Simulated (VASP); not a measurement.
# Ir in VASP: further runs

Runs on Ir. Level: PBE. Tasks: single point.

Program: VASP 6.6.1. These are calculated values, not measurements. Logs are shortened: lines on timing, memory, paths and dates and some standing lists are left out, and cuts for length are marked.

## 1. The cell of the first run

Symmetry: R-3m, No. 166, trigonal system. Conventional cell: a = 2.704 Å, b = 2.704 Å, c = 14.324 Å, α = 90.00°, β = 90.00°, γ = 120.00°. Ir (site symmetry 3m) has 10 Ir at 2.54 to 2.73 Å within 3.3 Å.

## 2. Single point, PBE

The input, INCAR:

```
PREC = Accurate ; ENCUT = 520
EDIFF = 1E-7 ; ISMEAR = 0
SIGMA = 0.1 ; LREAL = False
LASPH = True ; NELM = 100
ALGO = Normal ; ISIF = 2
LWAVE = False ; LCHARG = False
GGA = PE ; NBANDS = 16
```

The input, KPOINTS:

```
regular mesh
0
Gamma
  24 24 24
```

The input, POSCAR:

```
Ir
1.0
    1.3521902229      0.7806873892      4.7747133403
   -1.3521902229      0.7806873892      4.7747133403
    0.0000000000     -1.5613747784      4.7747133403
Ir
2
Direct
    0.5885482047      0.5885482047      0.5885482047
    0.4114517953      0.4114517953      0.4114517953
```

Potentials or basis: VASP PAW PBE potentials, release 64 (Ir).

Command:

```bash
cat potpaw_PBE.64/Ir/POTCAR > POTCAR
mpirun -np 1 vasp_std > vasp.out
```

OUTCAR:

```text
PREC = Accurate
   ENCUT = 520
   EDIFF = 1E-7
   ISMEAR = 0
   LREAL = False
   LASPH = True
   NELM = 100
   ISIF = 2
   GGA = PE

 ion  position               nearest neighbor table
   1  0.589  0.589  0.589-   2 2.54   2 2.73   2 2.73   2 2.73
   2  0.411  0.411  0.411-   1 2.54   1 2.73   1 2.73   1 2.73

  LATTYP: Found a trigonal (rhomboedric) cell.
 ALAT       =     5.0235225371
 COS(alpha) =     0.8550931658

  Lattice vectors:

 A1 = (   1.3521902229,   0.7806873892,   4.7747133403)
 A2 = (  -1.3521902229,   0.7806873892,   4.7747133403)
 A3 = (   0.0000000000,  -1.5613747784,   4.7747133403)

Analysis of symmetry for initial positions (statically):
=====================================================================
 Subroutine PRICEL returns:
 Original cell was already a primitive cell.

 Routine SETGRP: Setting up the symmetry group for a
 trigonal (rhombohedral) supercell.

 Subroutine GETGRP returns: Found 12 space group operations
 (whereof 12 operations were pure point group operations)
 out of a pool of 12 trial point group operations.

The static configuration has the point symmetry D_3d.

Analysis of symmetry for dynamics (positions and initial velocities):
=====================================================================
 Subroutine PRICEL returns:
 Original cell was already a primitive cell.

 Routine SETGRP: Setting up the symmetry group for a
 trigonal (rhombohedral) supercell.

 Subroutine GETGRP returns: Found 12 space group operations
 (whereof 12 operations were pure point group operations)
 out of a pool of 12 trial point group operations.

The dynamic configuration has the point symmetry D_3d.

 Subroutine INISYM returns: Found 12 space group operations
 (whereof 12 operations are pure point group operations),
 and found     1 'primitive' translations

----------------------------------------------------------------------------------------

                                     Primitive cell

  volume of cell :      30.2422

  direct lattice vectors                    reciprocal lattice vectors
     1.352190223  0.780687389  4.774713340     0.369770459  0.213487074  0.069812219
    -1.352190223  0.780687389  4.774713340    -0.369770459  0.213487074  0.069812219
     0.000000000 -1.561374778  4.774713340     0.000000000 -0.426974149  0.069812219
[... 76 lines left out ...]
   ISTART =      0    job   : 0-new  1-cont  2-samecut
   ICHARG =      2    charge: 1-file 2-atom 10-const
   ISPIN  =      1    spin polarized calculation?
   LNONCOLLINEAR =      F non collinear calculations
   LSORBIT =      F    spin-orbit coupling
   LASPH  =      T    aspherical Exc in radial PAW
   ENCUT  =  520.0 eV  38.22 Ry    6.18 a.u.   9.34  9.34  9.34*2*pi/ulx,y,z
   NELM   =    100;   NELMIN=  2; NELMDL= -5     # of ELM steps
   EDIFF  = 0.1E-06   stopping-criterion for ELM
   LREAL  =      F    real-space projection
   EDIFFG = 0.1E-05   stopping-criterion for IOM
   NSW    =      0    number of steps for IOM
   IBRION =     -1    ionic relax: 0-MD 1-quasi-New 2-CG
   NFREE  =      0    steps in history (QN), initial steepest desc. (CG)
   ISIF   =      2    stress and relaxation
   ISYM   =      2    0-nonsym 1-usesym 2-fastsym
   POTIM  = 0.5000    time-step for ionic-motion
   TEBEG  =    0.0;   TEEND  =   0.0 temperature during run
   PSTRESS=    0.0 pullay stress
   NELECT =      18.0000    total number of electrons
   NUPDOWN=      -1.0000    fix difference up-down
   EMIN   =  10.00;   EMAX   =-10.00  energy-range for DOS
   EFERMI =   0.00;   METHOD = LEGACY
   ISMEAR =     0;   SIGMA  =   0.10  broadening in eV -4-tet -1-fermi 0-gaus
   EFERMI_NEDOS =   21; number of points for ismear=-14 and -15
   IALGO  =     38    algorithm
   IMIX   =      4    mixing-type and parameters
     AMIX     =   0.40;   BMIX     =  1.00
     AMIX_MAG =   1.60;   BMIX_MAG =  1.00
  volume/ion in A,a.u.               =      15.12       102.04
  Fermi-wavevector in a.u.,A,eV,Ry     =   1.377086  2.602316 25.801636  1.896367
  Thomas-Fermi vector in A             =   2.502272
   LORBIT       =      0    0 simple, 1 ext, 2 COOP (PROOUT), +10 PAW based schemes
   GGA     = PE    functional components
   LHFCALC =     F    Hartree Fock is set to
   AEXX    =    0.0000 exact exchange contribution
   IVDW    =     0    specifies the selected vdW correction
   LEPSILON=     F    determine dielectric tensor
   LRPA    =     F    only Hartree local field effects (RPA)
 non-spin polarized calculation
 Gauss-broadening in eV      SIGMA  =   0.10
  energy-cutoff  :      520.00
  volume of cell :       30.24
 maximum number of plane-waves:       829
 NGX is ok and might be reduce to    40

 number of electron      18.0000000 magnetization

 Free energy of the ion-electron system (eV)
  ---------------------------------------------------
  ext. energy  EPLUGINS =         0.00000000
  ---------------------------------------------------
  free energy    TOTEN  =       -17.35272710 eV

  energy without entropy =      -17.34417166  energy(sigma->0) =      -17.34844938

 E-fermi :   9.0475     XC(G=0): -13.5413

 val. band max:        9.0446822651   @ k =  -0.1667   0.2917   0.1667
 cond. band min:       9.0483025791   @ k =   0.1667   0.0833   0.0417
 fundamental gap:      0.0036203140
 Fermi energy:         9.0475193972

 k-point     1 :       0.0000    0.0000    0.0000
  band No.  band energies     occupation
      1      -1.1388      2.00000
      2       1.8914      2.00000
      3       4.0097      2.00000
      4       5.9695      2.00000
      5       5.9695      2.00000
      6       5.9896      2.00000
[... 433 lines left out ...]
      3       2.9871      2.00000
      4       4.6021      2.00000
      5       7.2514      2.00000
      6       7.4020      2.00000
[... 8 lines left out ...]
     15      21.5881      0.00000
     16      25.0606      0.00000

 [... further k-points ...]
[... 5 lines left out ...]
  --------------------------------------------------------------------------------------
  -------------------------------------------------------------------------------------
  Total        0.0729743      0.0729743      0.0548981      0.0000000      0.0000000      0.0000000
  in kB        3.8660485      3.8660485      2.9084004      0.0000000      0.0000000      0.0000000
  external PRESSURE =       3.5468325 kB  Pullay stress =       0.0000000 kB

 VOLUME and BASIS-vectors are now :
 -----------------------------------------------------------------------------
  energy-cutoff  :      520.00
  volume of cell :       30.24
      direct lattice vectors                 reciprocal lattice vectors
     1.352190223  0.780687389  4.774713340     0.369770459  0.213487074  0.069812219
    -1.352190223  0.780687389  4.774713340    -0.369770459  0.213487074  0.069812219
     0.000000000 -1.561374778  4.774713340     0.000000000 -0.426974149  0.069812219

 POSITION                                       TOTAL-FORCE (eV/Angst)
 -----------------------------------------------------------------------------------
      0.00000      0.00000      8.43045         0.000000      0.000000     -0.029135
      0.00000      0.00000      5.89369         0.000000     -0.000000      0.029135
 -----------------------------------------------------------------------------------
    total drift:                               -0.000000      0.000000     -0.000000

  FREE ENERGIE OF THE ION-ELECTRON SYSTEM (eV)
  ---------------------------------------------------
  free  energy   TOTEN  =       -17.3527270985 eV

  energy  without entropy=      -17.3441716643  energy(sigma->0) =      -17.34844938
```

OSZICAR:

```text
N       E                     dE             d eps       ncg     rms          rms(c)
DAV:   1     0.140826638581E+03    0.14083E+03   -0.84274E+03 42016   0.112E+03
DAV:   2    -0.146423017573E+02   -0.15547E+03   -0.13991E+03 42024   0.304E+02
DAV:   3    -0.184109491450E+02   -0.37686E+01   -0.37202E+01 59152   0.559E+01
DAV:   4    -0.184518234687E+02   -0.40874E-01   -0.40866E-01 47184   0.499E+00
DAV:   5    -0.184529582032E+02   -0.11347E-02   -0.11347E-02 59560   0.869E-01    0.184E+01
DAV:   6    -0.175112153088E+02    0.94174E+00   -0.12969E+00 55064   0.144E+01    0.724E+00
DAV:   7    -0.173643149495E+02    0.14690E+00   -0.32789E-01 58944   0.671E+00    0.198E+00
DAV:   8    -0.173548515540E+02    0.94634E-02   -0.63172E-03 47632   0.745E-01    0.733E-01
DAV:   9    -0.173527198142E+02    0.21317E-02   -0.26942E-03 57488   0.655E-01    0.641E-02
DAV:  10    -0.173527216416E+02   -0.18274E-05   -0.29870E-05 63872   0.518E-02    0.157E-02
DAV:  11    -0.173527276214E+02   -0.59798E-05   -0.21195E-06 55760   0.121E-02    0.351E-03
DAV:  12    -0.173527271570E+02    0.46442E-06   -0.52948E-08 41816   0.216E-03    0.388E-04
DAV:  13    -0.173527270985E+02    0.58566E-07   -0.10499E-08 30568   0.996E-04
   1 F= -.17352727E+02 E0= -.17348449E+02  d E =-.855543E-02
```

It took 20 min on 1 thread of Intel Xeon Platinum 8259CL at 2.50GHz (Skylake/Cascade Lake), shared host; peak memory 0.7 GiB.

What came out:

```yaml
Free_energy: -17.3527 eV
Pressure: 0.4 GPa
Largest_force: 0.029 eV/Å
Band_gap_on_the_k_mesh: zero (band 9 reaches 10.59 eV, above the bottom of band 10 at 7.65 eV)
```

Forces in eV/Å, atoms in the order of the input:
```
Ir   0.000  0.000 -0.029
Ir   0.000  0.000  0.029
```

Caveat: spin-orbit coupling is left out, which moves the levels of the heavy elements.

## 3. Single point, PBE

This run uses another cell than the first one: it holds 12 atoms, not 2.

The input, INCAR:

```
PREC = Accurate ; ENCUT = 520
EDIFF = 1E-6 ; ISMEAR = 0
SIGMA = 0.1 ; LREAL = False
LASPH = True ; NELM = 100
ALGO = Normal ; ISIF = 2
LWAVE = False ; LCHARG = False
GGA = PE ; NBANDS = 66
```

The input, KPOINTS:

```
Automatic mesh
0
Gamma
  3 3 3
```

The input, POSCAR:

```
Ir
1.0
    3.5516168822      2.0505269630      5.5365656365
   -3.5516168822      2.0505269630      5.5365656365
    0.0000000000     -4.1010539259      5.5365656365
Ir
12
Direct
    0.0116196274      0.6604045198      0.0116196274
    0.0116196274      0.0116196274      0.6604045198
    0.6604045198      0.0116196274      0.0116196274
    0.9883803726      0.3395954802      0.9883803726
    0.3395954802      0.9883803726      0.9883803726
    0.9883803726      0.9883803726      0.3395954802
    0.2411171059      0.5976643555      0.2411171059
    0.2411171059      0.2411171059      0.5976643555
    0.5976643555      0.2411171059      0.2411171059
    0.7588828941      0.4023356445      0.7588828941
    0.4023356445      0.7588828941      0.7588828941
    0.7588828941      0.7588828941      0.4023356445
```

Potentials or basis: VASP PAW PBE potentials, release 64 (Ir).

Command:

```bash
cat potpaw_PBE.64/Ir/POTCAR > POTCAR
mpirun -np 1 vasp_std > vasp.out
```

Run time: 3.3 min. Hardware: 1 thread of AMD EPYC 7R43 (Zen 3), shared host; peak memory 0.36 GiB.

It converged, with:

```
Free energy            : -96.3021 eV
Pressure               : 0.0 GPa
Largest force          : 0.066 eV/Å
Band gap on the k mesh : zero (band 54 reaches 5.84 eV, above the bottom of band 55 at 5.52 eV)
```

Forces in eV/Å, atoms in the order of the input:
```
Ir   0.040 -0.023 -0.047
Ir   0.000  0.046 -0.047
Ir  -0.040 -0.023 -0.047
Ir  -0.040  0.023  0.047
Ir   0.040  0.023  0.047
Ir   0.000 -0.046  0.047
Ir   0.013 -0.007 -0.007
Ir   0.000  0.015 -0.007
Ir  -0.013 -0.007 -0.007
Ir  -0.013  0.007  0.007
Ir   0.013  0.007  0.007
Ir   0.000 -0.015  0.007
```

Stress tensor (GPa, compression positive):
```
 0.02  0.00  0.00
 0.00  0.02  0.00
 0.00  0.00 -0.15
```

Levels at points of the mesh, in eV from the Fermi level:
```
           k point  band 51  band 52  band 53  band 54  band 55  band 56  band 57  band 58
(0.00, 0.00, 0.00)    -0.04     0.06     0.06     0.21     0.21     0.31     0.43     0.62
```

Caveat: the k points lie up to 0.36 Å⁻¹ apart; spin-orbit coupling is left out, which moves the levels of the heavy elements.

## 4. Single point, PBE

This run uses another cell than the first one: it holds 12 atoms, not 2.

The input, INCAR:

```
PREC = Accurate
ENCUT = 520
EDIFF = 1E-6
ISMEAR = 0
SIGMA = 0.1
LREAL = F
LASPH = T
NELM = 100
ALGO = Normal
ISIF = 2
LWAVE = F
LCHARG = F
GGA = PE
NBANDS = 66
```

The input, KPOINTS:

```
Automatic mesh
0
Gamma
  6 6 6
```

The input, POSCAR:

```
Ir
1.0
    3.1392882422      1.8124689117      5.3537489552
   -3.1392882422      1.8124689117      5.3537489552
    0.0000000000     -3.6249378233      5.3537489552
Ir
12
Direct
    0.0101900000      0.6536100000      0.0101900000
    0.0101900000      0.0101900000      0.6536100000
    0.6536100000      0.0101900000      0.0101900000
    0.9898100000      0.3463900000      0.9898100000
    0.3463900000      0.9898100000      0.9898100000
    0.9898100000      0.9898100000      0.3463900000
    0.2211800000      0.6306000000      0.2211800000
    0.2211800000      0.2211800000      0.6306000000
    0.6306000000      0.2211800000      0.2211800000
    0.7788200000      0.3694000000      0.7788200000
    0.3694000000      0.7788200000      0.7788200000
    0.7788200000      0.7788200000      0.3694000000
```

Command:

```bash
cat potpaw_PBE.64/Ir/POTCAR > POTCAR
mpirun -np 1 vasp_std > vasp.out
```

It took 18 min on 1 thread of AMD EPYC 7R43 (Zen 3), shared host; peak memory 0.44 GiB.

The run converged. Its results:

```
Free energy            : -71.2499 eV
Pressure               : 141.2 GPa
Largest force          : 13.830 eV/Å
Band gap on the k mesh : zero (band 54 reaches 10.07 eV, above the bottom of band 55 at 9.55 eV)
```

Forces in eV/Å, atoms in the order of the input:
```
Ir    6.527  -3.768  -5.067
Ir    0.000   7.536  -5.067
Ir   -6.527  -3.768  -5.067
Ir   -6.527   3.768   5.067
Ir    6.527   3.768   5.067
Ir    0.000  -7.536   5.067
Ir   11.698  -6.754   2.969
Ir    0.000  13.508   2.969
Ir  -11.698  -6.754   2.969
Ir  -11.698   6.754  -2.969
Ir   11.698   6.754  -2.969
Ir    0.000 -13.508  -2.969
```

Stress tensor (GPa, compression positive):
```
137.31   0.00   0.00
  0.00 137.31   0.00
  0.00   0.00 148.99
```

Levels at points of the mesh, in eV from the Fermi level:
```
           k point  band 52  band 53  band 54  band 55  band 56  band 57
(0.00, 0.00, 0.00)    -0.30    -0.09     0.02     0.52     0.70     0.70
(0.50, 0.00, 0.00)    -0.10     0.03     0.04     0.13     0.18     0.22
(0.50, 0.50, 0.00)    -0.42    -0.41    -0.04     0.04     0.04     0.49
(0.50, 0.50, 0.50)    -0.28    -0.28    -0.10    -0.10     0.11     0.13
```

Caveat: spin-orbit coupling is left out, which moves the levels of the heavy elements; forces of over 1 eV/Å act on the atoms, so gaps and moduli don't describe the material at rest.

## 5. Single point, PBE

This run uses another cell than the first one: it holds 8 atoms, not 2.

The input, INCAR:

```
  PREC = Accurate
  ENCUT = 520
  EDIFF = 1E-6
  ISMEAR = 0
  SIGMA = 0.1
  LREAL = F
  LASPH = T
  NELM = 100
  ALGO = Normal
  ISIF = 2
  LWAVE = F
  LCHARG = F
  GGA = PE
  NBANDS = 46
```

The input, KPOINTS:

```
regular mesh
0
Gamma
  4 4 4
```

The input, POSCAR:

```
Ir
1.0
    4.6813257697     -2.7010706454      0.2114568926
    4.6813257697      2.7010706454      0.2114568926
   -1.7550152085      0.0000000000      4.7042513798
Ir
8
Direct
    0.7942612600      0.7942612600      0.2655979941
    0.2057387400      0.2057387400      0.7344020059
    0.2942644926      0.2942644926      0.2655980094
    0.7057355074      0.7057355074      0.7344019906
    0.7942640157      0.2942594674      0.2655976095
    0.7057405326      0.2057359843      0.7344023905
    0.2057359843      0.7057405326      0.7344023905
    0.2942594674      0.7942640157      0.2655976095
```

Command:

```bash
cat potpaw_PBE.64/Ir/POTCAR > POTCAR
mpirun -np 1 vasp_std > vasp.out
```

Run time: 1.8 min. Hardware: 1 thread of Intel Xeon Platinum 8259CL at 2.50GHz (Skylake/Cascade Lake), shared host; peak memory 0.28 GiB.

Results (log left out):

| Property | Result |
| --- | --- |
| Free energy | -69.3901 eV |
| Pressure | 0.3 GPa |
| Largest force | 0.030 eV/Å |
| Band gap on the k mesh | zero (band 36 reaches 10.19 eV, above the bottom of band 37 at 8.08 eV) |

Forces in eV/Å, atoms in the order of the input:
```
Ir   0.011  0.000 -0.028
Ir  -0.011  0.000  0.028
Ir   0.011  0.000 -0.028
Ir  -0.011  0.000  0.028
Ir   0.011  0.000 -0.028
Ir  -0.011  0.000  0.028
Ir  -0.011  0.000  0.028
Ir   0.011  0.000 -0.028
```

Levels at points of the mesh, in eV from the Fermi level:
| k point | band 32 | band 33 | band 34 | band 35 | band 36 | band 37 | band 38 | band 39 | band 40 | band 41 |
| --- | --- | --- | --- | --- | --- | --- | --- | --- | --- | --- |
| (0.00, 0.00, 0.00) | -0.29 | -0.26 | -0.19 | -0.16 | 1.01 | 1.45 | 1.45 | 1.57 | 1.65 | 1.76 |
| (0.50, 0.00, 0.00) | -1.42 | -1.12 | -1.12 | -0.47 | -0.47 | -0.27 | -0.27 | -0.11 | -0.11 | 1.61 |
| (0.50, 0.50, 0.00) | -1.51 | -1.05 | -1.05 | -0.96 | -0.96 | -0.94 | -0.94 | 0.83 | 0.83 | 2.06 |
| (0.00, 0.00, 0.50) | -0.86 | 1.02 | 1.02 | 1.14 | 1.17 | 1.44 | 1.58 | 1.58 | 1.65 | 1.65 |
| (0.50, 0.00, 0.50) | -1.50 | -1.33 | -1.33 | -0.69 | -0.69 | -0.26 | -0.26 | 1.18 | 1.18 | 1.26 |
| (0.50, 0.50, 0.50) | -1.22 | -0.85 | -0.84 | -0.50 | -0.50 | -0.18 | -0.18 | 0.47 | 0.47 | 1.31 |

Caveat: spin-orbit coupling is left out, which moves the levels of the heavy elements.

## 6. Summary

```tsv
cell	k mesh	gap on the mesh (eV)	pressure (GPa)	largest force (eV/Å)
a = 5.024 Å, angles 31.2°, 2 atoms	24 × 24 × 24	none	0.4	0.03
a = 6.890 Å, angles 62.1°, 12 atoms	3 × 3 × 3	none	0.0	0.07
a = 6.466 Å, angles 58.1°, 12 atoms	6 × 6 × 6	none	141.2	13.83
a = 5.409, b = 5.409, c = 5.021 Å, angles 105.4, 105.4, 59.9°, 8 atoms	4 × 4 × 4	none	0.3	0.03
```

Alike in all rows: task single point; level PBE; potentials or basis VASP PAW PBE potentials, release 64 (Ir); no spin polarisation; cutoff (eV) 520; smearing gaussian 0.1 eV.

Caveats: some runs use coarse meshes; spin-orbit coupling is left out, which moves the levels of the heavy elements; forces of over 1 eV/Å act on the atoms, so gaps and moduli don't describe the material at rest (some runs).

Total energies depend on the potentials used, so only differences within one code and one set of settings carry meaning.
